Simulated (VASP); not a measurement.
# Al2O3 in VASP: notebook, part 2 of 2

VASP 6.6.1. The steps go on from the part before.

**5. Single point, PBE**

The input, INCAR:

```
SYSTEM = Al2O3
PREC = Accurate
ENCUT = 520
EDIFF = 1E-6
ISMEAR = -1
SIGMA = 0.05
LREAL = Auto
LASPH = .True.
NELM = 60
ALGO = Normal
ISIF = 2
LWAVE = .False.
LCHARG = .True.
GGA = PE
LELF = .True.
LVHAR = .True.
NBANDS = 78
ISYM = 0
```

The input, KPOINTS:

```
regular mesh
0
Gamma
  1 1 1
  0 0 0
```

The input, POSCAR:

```
Al2O3
1.0
    6.5712240000      0.0218150000     -0.0138680000
    0.0218150000      6.5996800000     -0.0068760000
   -0.0138680000     -0.0068760000      6.2950720000
Al O
10 15
Direct
    0.3063834166      0.2470419576      0.6037842912
    0.6589434040      0.1228035389      0.5245651875
    0.9554282496      0.9145252552      0.7931506033
    0.9832938240      0.5624966704      0.5144822880
    0.5680241634      0.3968523911      0.2317096796
    0.1666529515      0.8942116159      0.2241203504
    0.8229933464      0.6183251239      0.9593591424
    0.3177437171      0.5904234717      0.9320181281
    0.5370850855      0.9878073811      0.0100534926
    0.0790471046      0.2909763612      0.1837237094
    0.6324582500      0.1345981377      0.2384691435
    0.1886791906      0.1442369813      0.3865557656
    0.7687332147      0.8794799557      0.0054085317
    0.4598498501      0.0531831268      0.7420364509
    0.5345739006      0.3685116072      0.5180938926
    0.1176864534      0.7690851971      0.4533920034
    0.0823137160      0.6984759680      0.9829189003
    0.8728642659      0.4631723707      0.2654108888
    0.1767697393      0.4506383141      0.7105731327
    0.2959237891      0.4188599569      0.1415442035
    0.0995585338      0.0726892367      1.0172442013
    0.4025971623      0.8078341961      0.1323217408
    0.6007882122      0.4919900911      0.9824547924
    0.8908146880      0.1196059498      0.6364335831
    0.8125150701      0.6824022634      0.6807134465
```

Launch:

```
$ cat potpaw_PBE.64/Al/POTCAR potpaw_PBE.64/O/POTCAR > POTCAR
$ mpirun -np 1 vasp_gam > vasp.out
```

Run time: 33 s. Hardware: 1 thread of Intel Xeon Platinum 8488C (Sapphire Rapids), shared host; peak memory 0.3 GiB.

The run converged. Its results:

* Free energy: -175.1013 eV
* Pressure: 13.0 GPa
* Largest force: 2.201 eV/Å
* Band gap on the k mesh: 2.82 eV

Forces in eV/Å, atoms in the order of the input:
```
Al   0.083 -0.391  0.813
Al  -0.282  0.151  0.188
Al   0.435  0.798  0.999
Al   0.113  0.072  0.793
Al  -1.088 -0.545  1.743
Al  -0.413  0.433  0.067
Al  -0.217  0.932  0.221
Al   1.274 -0.698  0.697
Al   0.877  1.670  0.132
Al  -0.177 -1.888 -0.424
O   -0.644 -0.245 -0.274
O    0.106 -0.490  0.033
O    0.976 -1.025 -0.782
O    0.172  0.409 -0.646
O    0.066  0.395 -0.353
O    0.285  0.413  0.226
O   -1.170  0.879 -0.400
O    0.665 -0.576 -0.161
O   -0.269  0.186 -0.176
O    0.911  0.212  0.656
O   -0.631  0.685 -1.062
O   -0.458 -1.229 -0.540
O   -0.659  0.075 -2.098
O   -0.071  0.036  0.183
O    0.118 -0.260  0.164
```

Stress tensor (GPa, compression positive):
```
 16.97   2.34 -10.50
  2.34  18.02  -2.72
-10.50  -2.72   4.01
```

Levels at points of the mesh, in eV from the valence-band top:
| k point | band 58 | band 59 | band 60 | band 61 | band 62 | band 63 |
| --- | --- | --- | --- | --- | --- | --- |
| (0.00, 0.00, 0.00) | -0.19 | -0.15 | 0.00 | 2.82 | 5.12 | 5.43 |

Caveat: the k points lie up to 1.00 Å⁻¹ apart.

**6. Single point, PBE**

The input, INCAR:

```
SYSTEM = Al2O3
PREC = Accurate ; ENCUT = 520
EDIFF = 1E-6 ; ISMEAR = -1
SIGMA = 0.05 ; LREAL = Auto
LASPH = .TRUE. ; NELM = 80
ALGO = Normal ; ISIF = 2
LWAVE = .FALSE. ; LCHARG = .FALSE.
GGA = PE ; NBANDS = 78
ISYM = 0
```

The input, KPOINTS:

```
regular mesh
0
G
  1 1 1
  0 0 0
```

The input, POSCAR:

```
Al2O3
1.0
    6.5712240000      0.0218150000     -0.0138680000
    0.0218150000      6.5996800000     -0.0068760000
   -0.0138680000     -0.0068760000      6.2950720000
Al O
10 15
Direct
    0.2874476272      0.2285452268      0.6154788699
    0.6581407307      0.1599736212      0.5421826906
    0.9541118028      0.9464423282      0.8112933990
    0.9853573466      0.5718679097      0.5309448565
    0.5433606710      0.4035457985      0.2580785584
    0.1571516341      0.8819635572      0.2206968817
    0.7844053960      0.6446805092      0.9442795821
    0.2951538322      0.5866119682      0.9463430660
    0.5361034172      1.0311166219      0.0238282644
    0.0826193075      0.2814363856      0.2039595292
    0.6146076668      0.1477061337      0.2594361123
    0.2078270963      0.1260294382      0.3820114726
    0.7614622552      0.9052196073      0.0029140649
    0.4731689429      0.0879970931      0.7508487552
    0.5057963713      0.3833947372      0.5341080461
    0.1462368059      0.7635194794      0.4586087295
    0.0546035422      0.7012770551      0.9983029937
    0.8657110798      0.4303031751      0.3103178877
    0.1605528628      0.4499261426      0.7233893813
    0.2848752927      0.4259741349      0.1631083248
    0.0896663996      0.0848415431      1.0224124306
    0.3935248919      0.8190592367      0.0928750703
    0.5980273557      0.4726217263      0.9716581781
    0.9082420623      0.1371109564      0.6261979650
    0.8132600860      0.7202564425      0.6808183884
```

Potentials or basis: VASP PAW PBE potentials, release 64 (Al, O).

Launch:

```
$ cat potpaw_PBE.64/Al/POTCAR potpaw_PBE.64/O/POTCAR > POTCAR
$ mpirun -np 1 vasp_gam > vasp.out
```

It took 36 s on 1 thread of Intel Xeon Platinum 8488C (Sapphire Rapids), shared host; peak memory 0.3 GiB.

The run converged. Its results:

| Quantity | Value |
| --- | --- |
| Free energy | -175.3213 eV |
| Pressure | 13.1 GPa |
| Largest force | 2.462 eV/Å |
| Band gap on the k mesh | 2.90 eV |

Forces on the atoms (eV/Å):
```
Al  -0.812  1.937  0.828
Al   1.229 -0.298  0.442
Al  -0.204 -0.171  0.215
Al   0.023  0.559  0.121
Al   0.640  1.116 -0.972
Al   0.534  0.698 -0.199
Al   0.780  0.707  0.312
Al   0.956  0.241 -0.794
Al  -0.101 -1.020 -0.335
Al  -2.404 -0.422  0.324
O   -0.346 -0.843 -0.007
O    0.153 -0.788  0.069
O   -0.382 -0.253  0.293
O    0.072 -0.956  0.672
O    0.239  1.027 -0.382
O   -0.472 -0.769  0.319
O   -0.641  0.215  0.171
O    1.142  0.653  0.087
O    0.332 -0.681  0.094
O    1.370  1.037  0.065
O    0.039 -0.132 -1.264
O   -0.391 -0.783 -0.488
O   -1.231 -0.216  1.099
O   -0.850 -0.155  0.484
O    0.325 -0.704 -1.152
```

Stress tensor (GPa, compression positive):
```
13.15  1.18 -7.31
 1.18 17.87 -4.23
-7.31 -4.23  8.14
```

Levels at points of the mesh, in eV from the valence-band top:
| k point | band 56 | band 57 | band 58 | band 59 | band 60 | band 61 | band 62 | band 63 | band 64 | band 65 |
| --- | --- | --- | --- | --- | --- | --- | --- | --- | --- | --- |
| (0.00, 0.00, 0.00) | -0.76 | -0.65 | -0.49 | -0.20 | 0.00 | 2.90 | 5.36 | 5.64 | 6.08 | 6.27 |

Caveat: the k points lie up to 1.00 Å⁻¹ apart.
